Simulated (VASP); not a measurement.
# TiTe2 (Fm-3m) in VASP: further runs, part 2 of 2

VASP 6.6.1. Earlier steps stand in the parts before.

## (3) Single point, r2SCAN (volume changed by -3%)

File POSCAR:

```
TiTe2
1.0
    0.0000000000      3.4053716448      3.4053716448
    3.4053716448      0.0000000000      3.4053716448
    3.4053716448      3.4053716448      0.0000000000
Ti Te
1 2
Direct
    0.0000000000      0.0000000000      0.0000000000
    0.2500000000      0.2500000000      0.2500000000
    0.7500000000      0.7500000000      0.7500000000
```

File INCAR.step1:

```
PREC = Accurate
ENCUT = 520
ISMEAR = -1
SIGMA = 0.02
LREAL = False
LASPH = True
NELM = 60
NBANDS = 19
GGA = PE
ALGO = Normal
EDIFF = 1E-4
LWAVE = True
LCHARG = False
```

File INCAR.step2:

```
PREC = Accurate
ENCUT = 520
EDIFF = 1E-6
ISMEAR = -1
SIGMA = 0.02
LREAL = False
LASPH = True
NELM = 60
ALGO = Normal
ISIF = 2
LWAVE = False
LCHARG = False
METAGGA = R2SCAN
LMIXTAU = True
NBANDS = 19
ISTART = 1
```

File KPOINTS:

```
Automatic mesh
0
Gamma
  6 6 6
```

Potentials or basis: VASP PAW PBE potentials, release 64 (Ti_sv, Te).

Started as:

```
$ cat potpaw_PBE.64/Ti_sv/POTCAR potpaw_PBE.64/Te/POTCAR > POTCAR
$ cp INCAR.step1 INCAR
$ mpirun -np 1 vasp_std > vasp.out
$ cp INCAR.step2 INCAR
$ mpirun -np 1 vasp_std > vasp.out
```

OUTCAR:

```text
PREC = Accurate
   ENCUT = 520
   EDIFF = 1E-6
   ISMEAR = -1
   LREAL = False
   LASPH = True
   NELM = 60
   ISIF = 2
   METAGGA = R2SCAN
   ISTART = 1

 ion  position               nearest neighbor table
   1  0.000  0.000  0.000-   3 2.95   3 2.95   3 2.95   2 2.95   2 2.95   2 2.95   3 2.95   2 2.95

   2  0.250  0.250  0.250-   1 2.95   1 2.95   1 2.95   1 2.95   3 3.41   3 3.41   3 3.41   3 3.41
                             3 3.41   3 3.41
   3  0.750  0.750  0.750-   1 2.95   1 2.95   1 2.95   1 2.95   2 3.41   2 3.41   2 3.41   2 3.41
                             2 3.41   2 3.41

  LATTYP: Found a face centered cubic cell.
 ALAT       =     6.8107432896

  Lattice vectors:

 A1 = (   0.0000000000,   3.4053716448,   3.4053716448)
 A2 = (   3.4053716448,   0.0000000000,   3.4053716448)
 A3 = (   3.4053716448,   3.4053716448,   0.0000000000)

Analysis of symmetry for initial positions (statically):
=====================================================================
 Subroutine PRICEL returns:
 Original cell was already a primitive cell.

 Routine SETGRP: Setting up the symmetry group for a
 face centered cubic supercell.

[... 155 lines left out ...]

  energy without entropy =      -64.84004443  energy(sigma->0) =      -64.84395982

 E-fermi :   7.8118     XC(G=0): -10.4384

 val. band max:        7.8060177882   @ k =   0.1667   0.1667   0.0000
 cond. band min:       7.8487569023   @ k =   0.5000   0.0000   0.0000
 fundamental gap:      0.0427391142
 Fermi energy:         7.8118409167

 k-point     1 :       0.0000    0.0000    0.0000
  band No.  band energies     occupation
      1     -52.5150      2.00000
      2     -27.7280      2.00000
      3     -27.7280      2.00000
      4     -27.7280      2.00000
      5      -6.2834      2.00000
      6      -1.9311      2.00000
[... 329 lines left out ...]
      6      -3.9384      2.00000
[... 11 lines left out ...]
     18      11.3656      0.00000
     19      13.4608      0.00000

------------------------ aborting loop because EDIFF is reached ----------------------------------------

  FORCE on cell =-STRESS in cart. coord.  units (eV):
  Direction    XX          YY          ZZ          XY          YZ          ZX
  --------------------------------------------------------------------------------------
  -------------------------------------------------------------------------------------
  Total        1.0056099      1.0056099      1.0056099     -0.0000000     -0.0000000     -0.0000000
  in kB       20.3993610     20.3993610     20.3993610     -0.0000000     -0.0000000     -0.0000000
  external PRESSURE =      20.3993610 kB  Pullay stress =       0.0000000 kB

 VOLUME and BASIS-vectors are now :
 -----------------------------------------------------------------------------
  energy-cutoff  :      520.00
  volume of cell :       78.98
      direct lattice vectors                 reciprocal lattice vectors
     0.000000000  3.405371645  3.405371645    -0.146826852  0.146826852  0.146826852
     3.405371645  0.000000000  3.405371645     0.146826852 -0.146826852  0.146826852
     3.405371645  3.405371645  0.000000000     0.146826852  0.146826852 -0.146826852

 POSITION                                       TOTAL-FORCE (eV/Angst)
 -----------------------------------------------------------------------------------
      0.00000      0.00000      0.00000         0.000000      0.000000      0.000000
      1.70269      1.70269      1.70269        -0.000000     -0.000000     -0.000000
      5.10806      5.10806      5.10806         0.000000      0.000000      0.000000
 -----------------------------------------------------------------------------------
    total drift:                               -0.000000      0.000000      0.000000

  FREE ENERGIE OF THE ION-ELECTRON SYSTEM (eV)
  ---------------------------------------------------
  free  energy   TOTEN  =       -64.8478751968 eV

  energy  without entropy=      -64.8400444341  energy(sigma->0) =      -64.84395982
```

OUTCAR.step1:

```text
PREC = Accurate
   ENCUT = 520
   ISMEAR = -1
   LREAL = False
   LASPH = True
   NELM = 60
[... 566 lines left out ...]
      0.00000      0.00000      0.00000        -0.000000      0.000000      0.000000
      1.70269      1.70269      1.70269        -0.000000     -0.000000      0.000000
      5.10806      5.10806      5.10806         0.000000      0.000000     -0.000000
 -----------------------------------------------------------------------------------
    total drift:                               -0.000000      0.000000      0.000000

  FREE ENERGIE OF THE ION-ELECTRON SYSTEM (eV)
  ---------------------------------------------------
  free  energy   TOTEN  =       -15.0180015771 eV

  energy  without entropy=      -15.0095962721  energy(sigma->0) =      -15.01379892
```

OSZICAR.step1:

```text
N       E                     dE             d eps       ncg     rms          rms(c)
DAV:   1     0.178213534019E+03    0.17821E+03   -0.10919E+04   608   0.117E+03
DAV:   2    -0.199046612948E+00   -0.17841E+03   -0.17375E+03   648   0.295E+02
DAV:   3    -0.166759441145E+02   -0.16477E+02   -0.15853E+02   965   0.828E+01
DAV:   4    -0.172802289941E+02   -0.60428E+00   -0.59959E+00   759   0.139E+01
DAV:   5    -0.173016955020E+02   -0.21467E-01   -0.21458E-01   863   0.273E+00    0.136E+01
DAV:   6    -0.184041926596E+02   -0.11025E+01   -0.52417E+01   692   0.372E+01    0.169E+01
DAV:   7    -0.152818217279E+02    0.31224E+01   -0.42702E+01   734   0.349E+01    0.622E+00
DAV:   8    -0.150313146526E+02    0.25051E+00   -0.20017E+00   657   0.878E+00    0.208E+00
DAV:   9    -0.150607701618E+02   -0.29456E-01   -0.13052E-01   916   0.242E+00    0.187E+00
DAV:  10    -0.150185360973E+02    0.42234E-01   -0.15306E-01   721   0.251E+00    0.626E-01
DAV:  11    -0.150179022738E+02    0.63382E-03   -0.81920E-03   800   0.531E-01    0.379E-01
DAV:  12    -0.150181633406E+02   -0.26107E-03   -0.12407E-03   731   0.265E-01    0.150E-01
DAV:  13    -0.150179955209E+02    0.16782E-03   -0.92070E-04   572   0.185E-01    0.927E-02
DAV:  14    -0.150180015771E+02   -0.60562E-05   -0.37856E-05   391   0.544E-02
   1 F= -.15018002E+02 E0= -.15013799E+02  d E =-.840530E-02
```

Wall time 3.4 min (1 thread of Intel Xeon Platinum 8259CL at 2.50GHz (Skylake/Cascade Lake), shared host); peak memory 0.21 GiB.

Results:

| Item | Value |
| --- | --- |
| Free energy | -64.8479 eV |
| Pressure | 2.0 GPa |
| Band gap on the k mesh | zero (band 12 reaches 7.86 eV, above the bottom of band 13 at 7.62 eV) |

Caveat: the PAW data sets were made with another functional, which shifts forces and pressure a little; spin-orbit coupling is left out, which moves the levels of the heavy elements.
